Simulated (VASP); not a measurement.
# Al (Fm-3m) in VASP: further runs

Runs on Al. Level: PBE. Tasks: single point.

All numbers are computed with VASP 6.6.1; they aren't measurements. Logs are shortened: lines on timing, memory, paths and dates and some standing lists are left out, and cuts for length are marked.

**1. The cell of the first run**

Symmetry: Fm-3m, No. 225, cubic system. The conventional cell has a = 4.040 Å, b = 4.040 Å, c = 4.040 Å, α = 90.00°, β = 90.00°, γ = 90.00°. Al (site symmetry m-3m) has 12 Al at 2.86 Å within 3.8 Å.

**2. Single point, PBE**

The input, INCAR:

```
SYSTEM = Al
ALGO = Normal
EDIFF = 1E-6
ENCUT = 520
GGA = PE
ISIF = 2
ISMEAR = 1
LASPH = .TRUE.
LCHARG = .FALSE.
LREAL = .FALSE.
LWAVE = .FALSE.
NBANDS = 8
NELM = 60
PREC = Accurate
SIGMA = 0.01
```

The input, KPOINTS:

```
k-points
0
G
  13 13 13
  0 0 0
```

The input, POSCAR:

```
Al
1.0
    0.0000000000      2.0199630948      2.0199630948
    2.0199630948      0.0000000000      2.0199630948
    2.0199630948      2.0199630948      0.0000000000
Al
1
Direct
    0.0000000000      0.0000000000      0.0000000000
```

Potentials or basis: VASP PAW PBE potentials, release 64 (Al).

On the command line:

```console
cat potpaw_PBE.64/Al/POTCAR > POTCAR
mpirun -np 1 vasp_std > vasp.out
```

OUTCAR:

```text
SYSTEM = Al
   EDIFF = 1E-6
   ENCUT = 520
   GGA = PE
   ISIF = 2
   ISMEAR = 1
   LASPH = .TRUE.
   LREAL = .FALSE.
   NELM = 60
   PREC = Accurate

 ion  position               nearest neighbor table
   1  0.000  0.000  0.000-

  LATTYP: Found a face centered cubic cell.
 ALAT       =     4.0399261896

  Lattice vectors:

 A1 = (   0.0000000000,   2.0199630948,   2.0199630948)
 A2 = (   2.0199630948,   0.0000000000,   2.0199630948)
 A3 = (   2.0199630948,   2.0199630948,   0.0000000000)

Analysis of symmetry for initial positions (statically):
=====================================================================
 Subroutine PRICEL returns:
 Original cell was already a primitive cell.

 Routine SETGRP: Setting up the symmetry group for a
 face centered cubic supercell.

 Subroutine GETGRP returns: Found 48 space group operations
 (whereof 48 operations were pure point group operations)
 out of a pool of 48 trial point group operations.

The static configuration has the point symmetry O_h .

Analysis of symmetry for dynamics (positions and initial velocities):
=====================================================================
 Subroutine PRICEL returns:
 Original cell was already a primitive cell.

 Routine SETGRP: Setting up the symmetry group for a
 face centered cubic supercell.

 Subroutine GETGRP returns: Found 48 space group operations
 (whereof 48 operations were pure point group operations)
 out of a pool of 48 trial point group operations.

The dynamic configuration has the point symmetry O_h .

 Subroutine INISYM returns: Found 48 space group operations
 (whereof 48 operations are pure point group operations),
 and found     1 'primitive' translations

----------------------------------------------------------------------------------------

                                     Primitive cell

  volume of cell :      16.4839

  direct lattice vectors                    reciprocal lattice vectors
     0.000000000  2.019963095  2.019963095    -0.247529275  0.247529275  0.247529275
     2.019963095  0.000000000  2.019963095     0.247529275 -0.247529275  0.247529275
     2.019963095  2.019963095  0.000000000     0.247529275  0.247529275 -0.247529275

  length of vectors
     2.856659204  2.856659204  2.856659204     0.428733280  0.428733280  0.428733280

  position of ions in fractional coordinates (direct lattice)
     0.000000000  0.000000000  0.000000000

  ion indices of the primitive-cell ions
   primitive index   ion index
                 1           1

----------------------------------------------------------------------------------------

 KPOINTS: k-points

Automatic generation of k-mesh.
 Grid dimensions read from file:
 generate k-points for:   13   13   13

 Generating k-lattice:

  Cartesian coordinates                     Fractional coordinates (reciprocal lattice)
    -0.019040713  0.019040713  0.019040713     0.076923077  0.000000000  0.000000000
     0.019040713 -0.019040713  0.019040713     0.000000000  0.076923077  0.000000000
     0.019040713  0.019040713 -0.019040713     0.000000000  0.000000000  0.076923077

  Length of vectors
     0.032979483  0.032979483  0.032979483

  Shift w.r.t. Gamma in fractional coordinates (k-lattice)
     0.000000000  0.000000000  0.000000000

 Subroutine IBZKPT returns following result:
 ===========================================

 Found     84 irreducible k-points:

 Following reciprocal coordinates:
            Coordinates               Weight
  0.000000  0.000000  0.000000      1.000000
  0.076923  0.000000  0.000000      8.000000
  0.153846  0.000000  0.000000      8.000000
  0.230769  0.000000  0.000000      8.000000
  0.307692  0.000000  0.000000      8.000000
  0.384615  0.000000  0.000000      8.000000
[... 16 lines left out ...]
  0.384615  0.153846  0.000000     24.000000
  0.461538  0.153846  0.000000     24.000000
 [... further k-points ...]
   k-points           NKPTS =     84   k-points in BZ     NKDIM =     84   number of bands    NBANDS=      8
   number of dos      NEDOS =    301   number of ions     NIONS =      1
   total plane-waves  NPLWV =  13824
   dimension x,y,z NGX =    24 NGY =   24 NGZ =   24
   dimension x,y,z NGXF=    48 NGYF=   48 NGZF=   48
   ions per type =               1
   NGX,Y,Z   is equivalent  to a cutoff of  13.97, 13.97, 13.97 a.u.
   NGXF,Y,Z  is equivalent  to a cutoff of  27.93, 27.93, 27.93 a.u.
 SYSTEM =  Al
   PREC   = accura    normal or accurate (medium, high low for compatibility)
   ISTART =      0    job   : 0-new  1-cont  2-samecut
   ICHARG =      2    charge: 1-file 2-atom 10-const
   ISPIN  =      1    spin polarized calculation?
   LNONCOLLINEAR =      F non collinear calculations
   LSORBIT =      F    spin-orbit coupling
   LASPH  =      T    aspherical Exc in radial PAW
   ENCUT  =  520.0 eV  38.22 Ry    6.18 a.u.   5.31  5.31  5.31*2*pi/ulx,y,z
   NELM   =     60;   NELMIN=  2; NELMDL= -5     # of ELM steps
   EDIFF  = 0.1E-05   stopping-criterion for ELM
   LREAL  =      F    real-space projection
   EDIFFG = 0.1E-04   stopping-criterion for IOM
   NSW    =      0    number of steps for IOM
   IBRION =     -1    ionic relax: 0-MD 1-quasi-New 2-CG
   NFREE  =      0    steps in history (QN), initial steepest desc. (CG)
   ISIF   =      2    stress and relaxation
   ISYM   =      2    0-nonsym 1-usesym 2-fastsym
   POTIM  = 0.5000    time-step for ionic-motion
   TEBEG  =    0.0;   TEEND  =   0.0 temperature during run
   PSTRESS=    0.0 pullay stress
   NELECT =       3.0000    total number of electrons
   NUPDOWN=      -1.0000    fix difference up-down
   EMIN   =  10.00;   EMAX   =-10.00  energy-range for DOS
   EFERMI =   0.00;   METHOD = LEGACY
   ISMEAR =     1;   SIGMA  =   0.01  broadening in eV -4-tet -1-fermi 0-gaus
   EFERMI_NEDOS =   21; number of points for ismear=-14 and -15
   IALGO  =     38    algorithm
   IMIX   =      4    mixing-type and parameters
     AMIX     =   0.40;   BMIX     =  1.00
     AMIX_MAG =   1.60;   BMIX_MAG =  1.00
  volume/ion in A,a.u.               =      16.48       111.24
  Fermi-wavevector in a.u.,A,eV,Ry     =   0.927745  1.753183 11.710674  0.860710
  Thomas-Fermi vector in A             =   2.053847
   LORBIT       =      0    0 simple, 1 ext, 2 COOP (PROOUT), +10 PAW based schemes
   GGA     = PE    functional components
   LHFCALC =     F    Hartree Fock is set to
   AEXX    =    0.0000 exact exchange contribution
   IVDW    =     0    specifies the selected vdW correction
   LEPSILON=     F    determine dielectric tensor
   LRPA    =     F    only Hartree local field effects (RPA)
 non-spin polarized calculation
 Methfessel and Paxton  Order N= 1 SIGMA  =   0.01
  energy-cutoff  :      520.00
  volume of cell :       16.48
 maximum number of plane-waves:       459
 NGX is ok and might be reduce to    24
   NGX = 11   NGY = 11   NGZ = 11

 number of electron       3.0000000 magnetization

 Free energy of the ion-electron system (eV)
  ---------------------------------------------------
  ext. energy  EPLUGINS =         0.00000000
  ---------------------------------------------------
  free energy    TOTEN  =        -3.74187740 eV

  energy without entropy =       -3.74187514  energy(sigma->0) =       -3.74187665

 E-fermi :   7.9308     XC(G=0): -10.2000

 val. band max:        7.9257579860   @ k =  -0.3077   0.2308   0.0000
 cond. band min:       7.9401253066   @ k =  -0.2308   0.3846   0.1538
 fundamental gap:      0.0143673206
 Fermi energy:         7.9307770252

 k-point     1 :       0.0000    0.0000    0.0000
  band No.  band energies     occupation
      1      -3.1307      2.00000
      2      20.6351      0.00000
      3      20.6351      0.00000
      4      20.6351      0.00000
      5      22.1345      0.00000
      6      22.1345      0.00000
      7      22.1345      0.00000
      8      24.4834      0.00000

 k-point     2 :       0.0769    0.0000    0.0000
  band No.  band energies     occupation
      1      -2.9698      2.00000
      2      18.2771      0.00000
      3      20.1274      0.00000
      4      20.1274      0.00000
      5      22.7874      0.00000
      6      22.8898      0.00000
      7      22.8898      0.00000
      8      26.0764      0.00000

 k-point     3 :       0.1538    0.0000    0.0000
  band No.  band energies     occupation
      1      -2.4881      2.00000
      2      15.1676      0.00000
      3      19.4606      0.00000
      4      19.4606      0.00000
      5      22.6500      0.00000
      6      24.0332      0.00000
      7      24.0332      0.00000
      8      25.3060      0.00000

 k-point     4 :       0.2308    0.0000    0.0000
  band No.  band energies     occupation
      1      -1.6889      2.00000
      2      12.1702      0.00000
      3      19.0013      0.00000
      4      19.0013      0.00000
      5      22.4154      0.00000
      6      23.1253      0.00000
      7      23.1253      0.00000
      8      26.4325      0.00000

 k-point     5 :       0.3077    0.0000    0.0000
  band No.  band energies     occupation
      1      -0.5774      2.00000
      2       9.3824      0.00000
      3      18.7964      0.00000
      4      18.7964      0.00000
      5      21.7849      0.00000
      6      21.7849      0.00000
      7      22.3288      0.00000
      8      25.7755      0.00000
[... 177 lines left out ...]
 k-point    22 :       0.3077    0.1538    0.0000
  band No.  band energies     occupation
      1      -0.7885      2.00000
      2      11.6926      0.00000
      3      16.2148      0.00000
      4      17.5190      0.00000
      5      17.8920      0.00000
      6      22.3879      0.00000
      7      26.1944      0.00000
      8      27.2186      0.00000

 k-point    23 :       0.3846    0.1538    0.0000
  band No.  band energies     occupation
      1       0.4204      2.00000
      2       9.0182      0.00000
      3      16.0841      0.00000
      4      16.1937      0.00000
      5      17.7967      0.00000
      6      24.3970      0.00000
      7      25.0169      0.00000
      8      27.3073      0.00000

 k-point    24 :       0.4615    0.1538    0.0000
  band No.  band energies     occupation
      1       1.9296      2.00000
      2       6.5813      2.00000
      3      15.0953      0.00000
      4      16.2275      0.00000
      5      17.9892      0.00000
      6      24.0178      0.00000
      7      26.0345      0.00000
      8      27.8933      0.00000

 [... further k-points ...]
[... 5 lines left out ...]
  --------------------------------------------------------------------------------------
  -------------------------------------------------------------------------------------
  Total        0.0078650      0.0078650      0.0078650     -0.0000000      0.0000000     -0.0000000
  in kB        0.7644460      0.7644460      0.7644460     -0.0000000      0.0000000     -0.0000000
  external PRESSURE =       0.7644460 kB  Pullay stress =       0.0000000 kB

 VOLUME and BASIS-vectors are now :
 -----------------------------------------------------------------------------
  energy-cutoff  :      520.00
  volume of cell :       16.48
      direct lattice vectors                 reciprocal lattice vectors
     0.000000000  2.019963095  2.019963095    -0.247529275  0.247529275  0.247529275
     2.019963095  0.000000000  2.019963095     0.247529275 -0.247529275  0.247529275
     2.019963095  2.019963095  0.000000000     0.247529275  0.247529275 -0.247529275

 POSITION                                       TOTAL-FORCE (eV/Angst)
 -----------------------------------------------------------------------------------
      0.00000      0.00000      0.00000        -0.000000      0.000000      0.000000
 -----------------------------------------------------------------------------------
    total drift:                                0.000000     -0.000000     -0.000000

  FREE ENERGIE OF THE ION-ELECTRON SYSTEM (eV)
  ---------------------------------------------------
  free  energy   TOTEN  =        -3.7418774036 eV

  energy  without entropy=       -3.7418751350  energy(sigma->0) =       -3.74187665
```

It took 7.2 s on 1 thread of Intel Xeon Platinum 8375C at 2.90GHz (Ice Lake), shared host; peak memory 0.13 GiB.

Results:

| Quantity | Value |
| --- | --- |
| Free energy | -3.7419 eV |
| Pressure | 0.1 GPa |

**3. Single point, PBE**

The input, INCAR:

```
SYSTEM = Al
ALGO     = Normal         ! electronic algorithm
EDIFF    = 1E-6           ! SCF threshold, eV
ENCUT    = 520            ! plane-wave cutoff, eV
GGA      = PE             ! functional
ISIF     = 2              ! what is computed and relaxed
ISMEAR   = 1              ! smearing method
LASPH    = .TRUE.         ! aspherical terms in the spheres
LCHARG   = .FALSE.        ! write CHGCAR
LREAL    = .FALSE.        ! projectors in reciprocal space
LWAVE    = .FALSE.        ! write WAVECAR
NBANDS   = 8              ! bands
NELM     = 60             ! most SCF steps
PREC     = Accurate       ! precision mode
SIGMA    = 0.03           ! smearing width, eV
```

KPOINTS is that of step 2.

POSCAR is that of step 2.

Potentials or basis: VASP PAW PBE potentials, release 64 (Al).

On the command line:

```console
cat potpaw_PBE.64/Al/POTCAR > POTCAR
mpirun -np 1 vasp_std > vasp.out
```

OUTCAR:

```text
SYSTEM = Al
   EDIFF = 1E-6
   ENCUT = 520
   GGA = PE
   ISIF = 2
   ISMEAR = 1
   LASPH = .TRUE.
   LREAL = .FALSE.
   NELM = 60
   PREC = Accurate

 ion  position               nearest neighbor table
   1  0.000  0.000  0.000-

  LATTYP: Found a face centered cubic cell.
 ALAT       =     4.0399261896

  Lattice vectors:

 A1 = (   0.0000000000,   2.0199630948,   2.0199630948)
 A2 = (   2.0199630948,   0.0000000000,   2.0199630948)
 A3 = (   2.0199630948,   2.0199630948,   0.0000000000)

[... 434 lines left out ...]
  band No.  band energies     occupation
      1       1.9296      2.00000
      2       6.5813      2.00000
      3      15.0953      0.00000
      4      16.2275      0.00000
      5      17.9892      0.00000
      6      24.0179      0.00000
      7      26.0345      0.00000
      8      27.8934      0.00000

 [... further k-points ...]
[... 5 lines left out ...]
  --------------------------------------------------------------------------------------
  -------------------------------------------------------------------------------------
  Total        0.0065177      0.0065177      0.0065177      0.0000000      0.0000000      0.0000000
  in kB        0.6335001      0.6335001      0.6335001      0.0000000      0.0000000      0.0000000
  external PRESSURE =       0.6335001 kB  Pullay stress =       0.0000000 kB

 VOLUME and BASIS-vectors are now :
 -----------------------------------------------------------------------------
  energy-cutoff  :      520.00
  volume of cell :       16.48
      direct lattice vectors                 reciprocal lattice vectors
     0.000000000  2.019963095  2.019963095    -0.247529275  0.247529275  0.247529275
     2.019963095  0.000000000  2.019963095     0.247529275 -0.247529275  0.247529275
     2.019963095  2.019963095  0.000000000     0.247529275  0.247529275 -0.247529275

 POSITION                                       TOTAL-FORCE (eV/Angst)
 -----------------------------------------------------------------------------------
      0.00000      0.00000      0.00000        -0.000000     -0.000000      0.000000
 -----------------------------------------------------------------------------------
    total drift:                                0.000000     -0.000000      0.000000

  FREE ENERGIE OF THE ION-ELECTRON SYSTEM (eV)
  ---------------------------------------------------
  free  energy   TOTEN  =        -3.7419383993 eV

  energy  without entropy=       -3.7418280142  energy(sigma->0) =       -3.74190160
```

It took 8.9 s on 1 thread of Intel Xeon Platinum 8375C at 2.90GHz (Ice Lake), shared host; peak memory 0.13 GiB.

What came out:

* Free energy: -3.7419 eV
* Pressure: 0.1 GPa

Levels at points of the mesh, in eV from the Fermi level:
| k point | band 1 | band 2 | band 3 | band 4 | band 5 |
| --- | --- | --- | --- | --- | --- |
| (0.00, 0.00, 0.00) | -11.06 | 12.71 | 12.71 | 12.71 | 14.21 |

(Part 1 of 2 ends here.)
